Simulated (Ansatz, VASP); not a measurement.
# One calculation of Sn, two programs

The input INCAR:

```
PREC = Accurate
ENCUT = 520
EDIFF = 1E-7
ISMEAR = 0
SIGMA = 0.01
LREAL = False
LASPH = True
NELM = 80
ALGO = Normal
ISIF = 2
LWAVE = False
LCHARG = False
GGA = CA
NBANDS = 13
```

KPOINTS

```
regular mesh
0
Gamma
  7 7 8
```

File POSCAR:

```
Sn
1.0
   -1.6636335159      1.6493497887      2.3240004730
    1.7214996392     -1.7821704214      2.4675789759
    1.6823345809      1.8003506212     -2.4248580108
Sn
1
Direct
    0.0000000000      0.0000000000      0.0000000000
```

Input for Ansatz:

```yaml
crystal:
  lattice:
    - [-1.6636335159116822, 1.649349788746461, 2.324000473009525]
    - [1.721499639217069, -1.7821704214328777, 2.467578975945204]
    - [1.6823345808608179, 1.8003506211557925, -2.424858010756096]
  atoms:
    - { symbol: Sn, position: [0.0, 0.0, 0.0] }
basis:
  ecutwfc: 540.0
  xc_grid: 2
kpoints:
  mp_grid:
    grid: [7, 7, 8]
hamiltonian:
  xc: lda
scf:
  convergence:
    dr2_threshold: 1.0e-09
  occupations:
    method: gaussian
    width: 0.01
output:
  forces: true
  stress: true
```

Alike in both runs: task single point; functional LDA; k mesh 7 × 7 × 8; occupations gaussian, width 0.01 eV; no spin polarisation.

|  | VASP | Ansatz |
| --- | --- | --- |
| version | VASP 6.6.1 | Ansatz 0.2.0 |
| potentials or method | VASP PAW LDA potentials, release 64 (Sn_d), cutoff 520 eV | plane waves, PAW |
| valence electrons in the cell | 14 | 14 |

|  | VASP | Ansatz | Ansatz less VASP |
| --- | --- | --- | --- |
| pressure (GPa) | -4.1 | -4.1 | +0.01 |
| traceless stress, the component that is largest in VASP (GPa) | 0.59 | 0.60 | +0.002 |

LDA's correlation is that of Perdew and Zunger in VASP and of Perdew and Wang (1992) in Ansatz. Ansatz's warnings: stress scf threshold loose.
